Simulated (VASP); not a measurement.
# TePb: relaxation of cell and atoms with PBEsol

TePb:

```
Te Pb
1.0
     3.90724    0.00000    0.00000
     0.00000    3.90724    0.00000
     0.00000    0.00000    3.90724
Te Pb
1 1
Cartesian
  1.9536 1.9536 1.9536
  0.0000 0.0000 0.0000
```

```
Program                : VASP 6.6.1
Task                   : relaxation of cell and atoms
Functional             : PBEsol
Potentials or basis    : VASP PAW PBE potentials, release 64 (Te, Pb_d)
Cutoff                 : 600 eV
k mesh                 : 10 × 10 × 10
Occupations            : fermi-dirac, width 0.05 eV
Spin                   : no spin polarisation
Dipole correction      : no
Further INCAR settings : ALGO = Normal; EDIFF = 1e-07; IBRION = 2; EDIFFG = -0.005; NSW = 32; ISIF = 3
```

```yaml
Relaxed_volume: 29.86 Å³/atom
Relaxed_cell: a = 3.909 Å, b = 3.909 Å, c = 3.909 Å, α = 90.00°, β = 90.00°, γ = 90.00°
Space_group_after_relaxing_to_0.05_Å: Pm-3m (No. 221)
Energy_gained_by_relaxing: 0.0 meV/atom
Ionic_steps: 2
Pressure_after_relaxing: 0.0 GPa
Band_gap_on_the_k_mesh: zero (band 10 reaches 7.29 eV, above the bottom of band 11 at 5.77 eV)
```

Final structure:
```cif
data_structure
_symmetry_space_group_name_H-M 'P 1'
_symmetry_Int_Tables_number 1
_cell_length_a 3.9086
_cell_length_b 3.9086
_cell_length_c 3.9086
_cell_angle_alpha 90.000
_cell_angle_beta 90.000
_cell_angle_gamma 90.000
_cell_volume 59.71
loop_
_atom_site_label
_atom_site_type_symbol
_atom_site_fract_x
_atom_site_fract_y
_atom_site_fract_z
_atom_site_occupancy
Te1 Te 0.50000 0.50000 0.50000 1
Pb1 Pb 0.00000 0.00000 0.00000 1
```

Levels at points of the mesh, in eV from the Fermi level:
| k point | band 8 | band 9 | band 10 | band 11 | band 12 | band 13 |
| --- | --- | --- | --- | --- | --- | --- |
| (0.00, 0.00, 0.00) | -1.65 | -1.65 | -1.65 | 3.95 | 3.95 | 5.80 |
| (0.50, 0.00, 0.00) | -0.55 | -0.07 | -0.07 | 0.33 | 2.48 | 2.48 |
| (0.50, 0.50, 0.00) | -4.73 | -4.73 | 0.33 | 3.84 | 4.00 | 4.00 |
| (0.50, 0.50, 0.50) | -2.64 | -2.64 | -2.64 | -1.19 | -1.19 | -1.19 |

Run time: 74 s on 1 thread of AMD EPYC 7R13, on a shared host, peak memory 0.19 GiB.

Caveat: the PAW data sets were made with another functional, which shifts forces and pressure a little; spin-orbit coupling is left out, which moves the levels of the heavy elements.
